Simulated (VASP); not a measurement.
# Ir (I4/mmm) in VASP: notebook

Ir is run at these levels: LDA; tasks: single point.

All numbers are computed with VASP 6.6.1; they aren't measurements. Logs are shortened: lines on timing, memory, paths and dates and some standing lists are left out, and cuts for length are marked.

### 1 The cell of the first run

Symmetry: I4/mmm, No. 139, tetragonal system. The conventional cell has a = 2.813 Å, b = 2.813 Å, c = 3.683 Å, α = 90.00°, β = 90.00°, γ = 90.00°. Within 3.7 Å of Ir (site symmetry 4/mmm) lie 14 Ir at 2.71 to 3.68 Å.

### 2 Single point, LDA (14.57 Å³/atom)

INCAR

```
ALGO = Normal ; EDIFF = 1E-6
ENCUT = 520 ; GGA = CA
ISIF = 2 ; ISMEAR = 0
LASPH = True ; LCHARG = True
LELF = True ; LREAL = False
LVHAR = True ; LWAVE = False
NBANDS = 10 ; NELM = 100
PREC = Accurate ; SIGMA = 0.15
```

KPOINTS

```
k-points
0
Gamma
  22 22 22
```

POSCAR

```
Ir
1.0
    0.0000000000      1.9892203883      1.8414213134
    1.9892203883      0.0000000000      1.8414213134
    1.9892203883      1.9892203883      0.0000000000
Ir
1
Direct
    0.0000000000      0.0000000000      0.0000000000
```

Potentials or basis: VASP PAW LDA potentials, release 64 (Ir).

The run is started by

```
> cat potpaw_LDA.64/Ir/POTCAR > POTCAR
> mpirun -np 1 vasp_std > vasp.out
```

OUTCAR:

```text
EDIFF = 1E-6
   ENCUT = 520
   GGA = CA
   ISIF = 2
   ISMEAR = 0
   LASPH = True
   LREAL = False
   NELM = 100
   PREC = Accurate

 ion  position               nearest neighbor table
   1  0.000  0.000  0.000-

  LATTYP: Found a body centered tetragonal cell.
 ALAT       =     2.8131824517
 C/A-ratio  =     1.3091374947

  Lattice vectors:

 A1 = (   0.0000000000,  -1.9892203883,  -1.8414213134)
 A2 = (   0.0000000000,   1.9892203883,  -1.8414213134)
 A3 = (   1.9892203883,   0.0000000000,   1.8414213134)

Analysis of symmetry for initial positions (statically):
=====================================================================
 Subroutine PRICEL returns:
 Original cell was already a primitive cell.

 Routine SETGRP: Setting up the symmetry group for a
 body centered tetragonal supercell.

 Subroutine GETGRP returns: Found 16 space group operations
 (whereof 16 operations were pure point group operations)
 out of a pool of 16 trial point group operations.

The static configuration has the point symmetry D_4h.

Analysis of symmetry for dynamics (positions and initial velocities):
=====================================================================
 Subroutine PRICEL returns:
 Original cell was already a primitive cell.

 Routine SETGRP: Setting up the symmetry group for a
 body centered tetragonal supercell.

 Subroutine GETGRP returns: Found 16 space group operations
 (whereof 16 operations were pure point group operations)
 out of a pool of 16 trial point group operations.

The dynamic configuration has the point symmetry D_4h.

 Subroutine INISYM returns: Found 16 space group operations
 (whereof 16 operations are pure point group operations),
 and found     1 'primitive' translations

----------------------------------------------------------------------------------------

                                     Primitive cell

  volume of cell :      14.5730

  direct lattice vectors                    reciprocal lattice vectors
     0.000000000  1.989220388  1.841421313    -0.251354753  0.251354753  0.271529387
     1.989220388  0.000000000  1.841421313     0.251354753 -0.251354753  0.271529387
     1.989220388  1.989220388  0.000000000     0.251354753  0.251354753 -0.271529387

  length of vectors
     2.710688143  2.710688143  2.813182452     0.447310442  0.447310442  0.447310442

  position of ions in fractional coordinates (direct lattice)
     0.000000000  0.000000000  0.000000000

  ion indices of the primitive-cell ions
   primitive index   ion index
                 1           1

----------------------------------------------------------------------------------------

 KPOINTS: k-points

Automatic generation of k-mesh.
 Grid dimensions read from file:
 generate k-points for:   22   22   22

 Generating k-lattice:

  Cartesian coordinates                     Fractional coordinates (reciprocal lattice)
    -0.011425216  0.011425216  0.012342245     0.045454545  0.000000000  0.000000000
     0.011425216 -0.011425216  0.012342245     0.000000000  0.045454545  0.000000000
     0.011425216  0.011425216 -0.012342245    -0.000000000 -0.000000000  0.045454545

  Length of vectors
     0.020332293  0.020332293  0.020332293

  Shift w.r.t. Gamma in fractional coordinates (k-lattice)
     0.000000000  0.000000000  0.000000000

 Subroutine IBZKPT returns following result:
 ===========================================

 Found    834 irreducible k-points:

 Following reciprocal coordinates:
            Coordinates               Weight
  0.000000  0.000000  0.000000      1.000000
  0.045455  0.000000  0.000000      8.000000
  0.090909  0.000000  0.000000      8.000000
  0.136364  0.000000  0.000000      8.000000
  0.181818  0.000000  0.000000      8.000000
  0.227273  0.000000  0.000000      8.000000
[... 16 lines left out ...]
  0.500000  0.045455  0.000000      8.000000
 -0.454545  0.045455  0.000000      8.000000
 [... further k-points ...]
   k-points           NKPTS =    834   k-points in BZ     NKDIM =    834   number of bands    NBANDS=     10
   number of dos      NEDOS =    301   number of ions     NIONS =      1
   total plane-waves  NPLWV =   9600
   dimension x,y,z NGX =    20 NGY =   20 NGZ =   24
   dimension x,y,z NGXF=    40 NGYF=   40 NGZF=   48
   ions per type =               1
   NGX,Y,Z   is equivalent  to a cutoff of  12.27, 12.27, 14.18 a.u.
   NGXF,Y,Z  is equivalent  to a cutoff of  24.53, 24.53, 28.37 a.u.
 SYSTEM =  unknown system
   PREC   = accura    normal or accurate (medium, high low for compatibility)
   ISTART =      0    job   : 0-new  1-cont  2-samecut
   ICHARG =      2    charge: 1-file 2-atom 10-const
   ISPIN  =      1    spin polarized calculation?
   LNONCOLLINEAR =      F non collinear calculations
   LSORBIT =      F    spin-orbit coupling
   LASPH  =      T    aspherical Exc in radial PAW
   ENCUT  =  520.0 eV  38.22 Ry    6.18 a.u.   5.04  5.04  5.23*2*pi/ulx,y,z
   NELM   =    100;   NELMIN=  2; NELMDL= -5     # of ELM steps
   EDIFF  = 0.1E-05   stopping-criterion for ELM
   LREAL  =      F    real-space projection
   EDIFFG = 0.1E-04   stopping-criterion for IOM
   NSW    =      0    number of steps for IOM
   IBRION =     -1    ionic relax: 0-MD 1-quasi-New 2-CG
   NFREE  =      0    steps in history (QN), initial steepest desc. (CG)
   ISIF   =      2    stress and relaxation
   ISYM   =      2    0-nonsym 1-usesym 2-fastsym
   POTIM  = 0.5000    time-step for ionic-motion
   TEBEG  =    0.0;   TEEND  =   0.0 temperature during run
   PSTRESS=    0.0 pullay stress
   NELECT =       9.0000    total number of electrons
   NUPDOWN=      -1.0000    fix difference up-down
   EMIN   =  10.00;   EMAX   =-10.00  energy-range for DOS
   EFERMI =   0.00;   METHOD = LEGACY
   ISMEAR =     0;   SIGMA  =   0.15  broadening in eV -4-tet -1-fermi 0-gaus
   EFERMI_NEDOS =   21; number of points for ismear=-14 and -15
   IALGO  =     38    algorithm
   IMIX   =      4    mixing-type and parameters
     AMIX     =   0.40;   BMIX     =  1.00
     AMIX_MAG =   1.60;   BMIX_MAG =  1.00
  volume/ion in A,a.u.               =      14.57        98.34
  Fermi-wavevector in a.u.,A,eV,Ry     =   1.394139  2.634540 26.444596  1.943623
  Thomas-Fermi vector in A             =   2.517717
   LORBIT       =      0    0 simple, 1 ext, 2 COOP (PROOUT), +10 PAW based schemes
   GGA     = CA    functional components
   LHFCALC =     F    Hartree Fock is set to
   AEXX    =    0.0000 exact exchange contribution
   IVDW    =     0    specifies the selected vdW correction
   LEPSILON=     F    determine dielectric tensor
   LRPA    =     F    only Hartree local field effects (RPA)
 non-spin polarized calculation
 Gauss-broadening in eV      SIGMA  =   0.15
  energy-cutoff  :      520.00
  volume of cell :       14.57
 maximum number of plane-waves:       426
   NGX = 11   NGY = 11   NGZ = 11

 number of electron       8.9999999 magnetization

 Free energy of the ion-electron system (eV)
  ---------------------------------------------------
  ext. energy  EPLUGINS =         0.00000000
  ---------------------------------------------------
  free energy    TOTEN  =       -10.23452800 eV

  energy without entropy =      -10.22192698  energy(sigma->0) =      -10.22822749

 E-fermi :   9.7517     XC(G=0): -13.9676

 val. band max:        9.7496149082   @ k =  -0.2273   0.0909   0.0000
 cond. band min:       9.7532879934   @ k =   0.3636   0.0000   0.2727
 fundamental gap:      0.0036730852
 Fermi energy:         9.7516559591

 k-point     1 :       0.0000    0.0000    0.0000
  band No.  band energies     occupation
      1      -0.9950      2.00000
      2       5.7914      2.00000
      3       5.7914      2.00000
      4       6.7029      2.00000
      5       8.0061      2.00000
      6       9.2072      2.00000
      7      24.3027      0.00000
      8      28.7906      0.00000
      9      28.7906      0.00000
     10      31.2488      0.00000

 k-point     2 :       0.0455    0.0000    0.0000
  band No.  band energies     occupation
      1      -0.9051      2.00000
      2       5.7815      2.00000
      3       5.8295      2.00000
      4       6.7024      2.00000
      5       7.9926      2.00000
      6       9.1729      2.00000
      7      24.4553      0.00000
      8      28.5848      0.00000
      9      28.9330      0.00000
     10      31.0320      0.00000

 k-point     3 :       0.0909    0.0000    0.0000
  band No.  band energies     occupation
      1      -0.6414      2.00000
      2       5.7374      2.00000
      3       5.9303      2.00000
      4       6.7223      2.00000
      5       7.9688      2.00000
      6       9.0819      2.00000
      7      24.8862      0.00000
      8      27.8502      0.00000
      9      29.3523      0.00000
     10      31.0321      0.00000

 k-point     4 :       0.1364    0.0000    0.0000
  band No.  band energies     occupation
      1      -0.2231      2.00000
      2       5.6455      2.00000
      3       6.0495      2.00000
      4       6.7923      2.00000
      5       7.9869      2.00000
      6       8.9699      2.00000
      7      25.5020      0.00000
      8      26.7494      0.00000
      9      30.0250      0.00000
     10      31.5348      0.00000
[... 222 lines left out ...]
 k-point    22 :       0.4545    0.0455    0.0000
  band No.  band energies     occupation
      1       2.0771      2.00000
      2       5.5873      2.00000
      3       6.4956      2.00000
      4       8.1747      2.00000
      5      10.5857      0.00000
      6      10.8440      0.00000
      7      17.5160      0.00000
      8      23.9925      0.00000
      9      28.6648      0.00000
     10      30.5208      0.00000

 k-point    23 :       0.5000    0.0455    0.0000
  band No.  band energies     occupation
      1       2.0721      2.00000
      2       5.5413      2.00000
      3       6.4387      2.00000
      4       8.6515      2.00000
      5      10.8682      0.00000
      6      10.9321      0.00000
      7      16.8161      0.00000
      8      23.8131      0.00000
      9      28.4962      0.00000
     10      30.0197      0.00000

 k-point    24 :      -0.4545    0.0455    0.0000
  band No.  band energies     occupation
      1       2.0739      2.00000
      2       5.5470      2.00000
      3       6.4328      2.00000
      4       8.6176      2.00000
      5      10.7784      0.00000
      6      10.7977      0.00000
      7      17.0436      0.00000
      8      23.8516      0.00000
      9      28.8112      0.00000
     10      29.8983      0.00000

 [... further k-points ...]

------------------------ aborting loop because EDIFF is reached ----------------------------------------

  FORCE on cell =-STRESS in cart. coord.  units (eV):
  Direction    XX          YY          ZZ          XY          YZ          ZX
  --------------------------------------------------------------------------------------
  -------------------------------------------------------------------------------------
  Total       -2.1181601     -2.1181601      0.1331722      0.0000000      0.0000000      0.0000000
  in kB     -232.8736727   -232.8736727     14.6411448      0.0000000      0.0000000      0.0000000
  external PRESSURE =    -150.3687335 kB  Pullay stress =       0.0000000 kB

 VOLUME and BASIS-vectors are now :
 -----------------------------------------------------------------------------
  energy-cutoff  :      520.00
  volume of cell :       14.57
      direct lattice vectors                 reciprocal lattice vectors
     0.000000000  1.989220388  1.841421313    -0.251354753  0.251354753  0.271529387
     1.989220388  0.000000000  1.841421313     0.251354753 -0.251354753  0.271529387
     1.989220388  1.989220388  0.000000000     0.251354753  0.251354753 -0.271529387

 POSITION                                       TOTAL-FORCE (eV/Angst)
 -----------------------------------------------------------------------------------
      0.00000      0.00000      0.00000         0.000000      0.000000      0.000000
 -----------------------------------------------------------------------------------
    total drift:                               -0.000000     -0.000000     -0.000000

  FREE ENERGIE OF THE ION-ELECTRON SYSTEM (eV)
  ---------------------------------------------------
  free  energy   TOTEN  =       -10.2345279963 eV

  energy  without entropy=      -10.2219269762  energy(sigma->0) =      -10.22822749
```

Wall time 44 s (1 thread of AMD EPYC 9R45 (Zen 5), shared host); peak memory 0.21 GiB.

Results:

- Free energy: -10.2345 eV
- Pressure: -15.0 GPa
- Band gap on the k mesh: zero (an odd number of electrons rules out a gap without spin polarisation)

Levels at points of the mesh, in eV from the Fermi level:
```tsv
k point	band 1	band 2	band 3	band 4	band 5	band 6	band 7	band 8
(0.00, 0.00, 0.00)	-10.75	-3.96	-3.96	-3.05	-1.75	-0.54	14.55	19.04
(0.50, 0.00, 0.00)	-7.76	-4.28	-3.22	-0.58	0.59	1.18	7.06	13.87
(0.50, 0.50, 0.00)	-7.46	-7.06	0.84	1.47	1.47	2.90	10.68	10.68
(0.50, 0.00, 0.50)	-7.57	-6.92	0.81	0.94	1.27	1.81	9.52	11.71
```

Caveat: the stress differs along the axes, from -23 to 1 GPa; spin-orbit coupling is left out, which moves the levels of the heavy elements.

### 3 Single point, LDA (14.94 Å³/atom)

This run uses another cell than the first one, of 14.94 Å³/atom.

INCAR

```
  PREC = Accurate
  ENCUT = 520
  EDIFF = 1E-7
  ISMEAR = 0
  SIGMA = 0.15
  LREAL = False
  LASPH = True
  NELM = 80
  ALGO = Normal
  ISIF = 2
  LWAVE = False
  LCHARG = False
  GGA = CA
  NBANDS = 10
```

KPOINTS

```
regular mesh
0
Gamma
  22 22 22
```

POSCAR

```
Ir
1.0
    0.0000000000      1.8568178116      2.1669063861
    1.8568178116      0.0000000000      2.1669063861
    1.8568178116      1.8568178116      0.0000000000
Ir
1
Direct
    0.0000000000      0.0000000000      0.0000000000
```

Potentials or basis: VASP PAW LDA potentials, release 64 (Ir).

The run is started by

```
> cat potpaw_LDA.64/Ir/POTCAR > POTCAR
> mpirun -np 1 vasp_std > vasp.out
```

Wall time 57 s (1 thread of AMD EPYC 9R45 (Zen 5), shared host); peak memory 0.21 GiB.

It converged, with:

```
Free energy            : -10.0184 eV
Pressure               : -18.1 GPa
Band gap on the k mesh : zero (an odd number of electrons rules out a gap without spin polarisation)
```

Stress tensor (GPa, compression positive):
```
 -3.09   0.00   0.00
  0.00  -3.09   0.00
  0.00   0.00 -48.16
```

Levels at points of the mesh, in eV from the Fermi level:
| k point | band 2 | band 3 | band 4 | band 5 | band 6 | band 7 |
| --- | --- | --- | --- | --- | --- | --- |
| (0.00, 0.00, 0.00) | -4.82 | -2.72 | -2.72 | -2.51 | 0.14 | 14.87 |
| (0.50, 0.00, 0.00) | -4.54 | -2.65 | -0.47 | 0.45 | 1.14 | 7.02 |
| (0.50, 0.50, 0.00) | -6.77 | -0.05 | 1.12 | 1.21 | 1.21 | 7.26 |
| (0.50, 0.00, 0.50) | -6.59 | 0.27 | 0.45 | 2.44 | 2.91 | 10.17 |

Caveat: the stress differs along the axes, from -48 to -3 GPa; spin-orbit coupling is left out, which moves the levels of the heavy elements.

### 4 Single point, LDA (14.94 Å³/atom)

This run uses another cell than the first one, of 14.94 Å³/atom.

INCAR

```
ALGO = Normal
EDIFF = 1E-6
ENCUT = 520
GGA = CA
ISIF = 2
ISMEAR = 0
LASPH = T
LCHARG = F
LREAL = F
LWAVE = F
NBANDS = 10
NELM = 60
PREC = Accurate
SIGMA = 0.15
```

KPOINTS

```
k-points
0
Gamma
  22 22 22
```

POSCAR

```
Ir
1.0
    0.0000000000      2.2813749792      1.4354411369
    2.2813749792      0.0000000000      1.4354411369
    2.2813749792      2.2813749792      0.0000000000
Ir
1
Direct
    0.0000000000      0.0000000000      0.0000000000
```

The run is started by

```
> cat potpaw_LDA.64/Ir/POTCAR > POTCAR
> mpirun -np 1 vasp_std > vasp.out
```

Run time: 45 s. Hardware: 1 thread of AMD EPYC 9R45 (Zen 5), shared host; peak memory 0.2 GiB.

The run converged. Its results:

```yaml
Free_energy: -9.8066 eV
Pressure: -14.3 GPa
Band_gap_on_the_k_mesh: zero (an odd number of electrons rules out a gap without spin polarisation)
```

Stress tensor (GPa, compression positive):
```
 -3.48   0.00   0.00
  0.00  -3.48   0.00
  0.00   0.00 -35.88
```

Levels at points of the mesh, in eV from the Fermi level:
```csv
k point,band 2,band 3,band 4,band 5,band 6,band 7
"(0.00, 0.00, 0.00)",-4.12,-2.90,-2.90,-1.59,0.32,16.25
"(0.50, 0.00, 0.00)",-5.53,-0.61,0.42,0.75,2.13,8.12
"(0.50, 0.50, 0.00)",-6.64,1.37,1.37,1.84,6.73,6.73
"(0.50, 0.00, 0.50)",-4.21,-1.82,-0.41,-0.34,1.96,7.08
```

Caveat: the stress differs along the axes, from -36 to -3 GPa; spin-orbit coupling is left out, which moves the levels of the heavy elements.

(Part 1 of 2 ends here.)
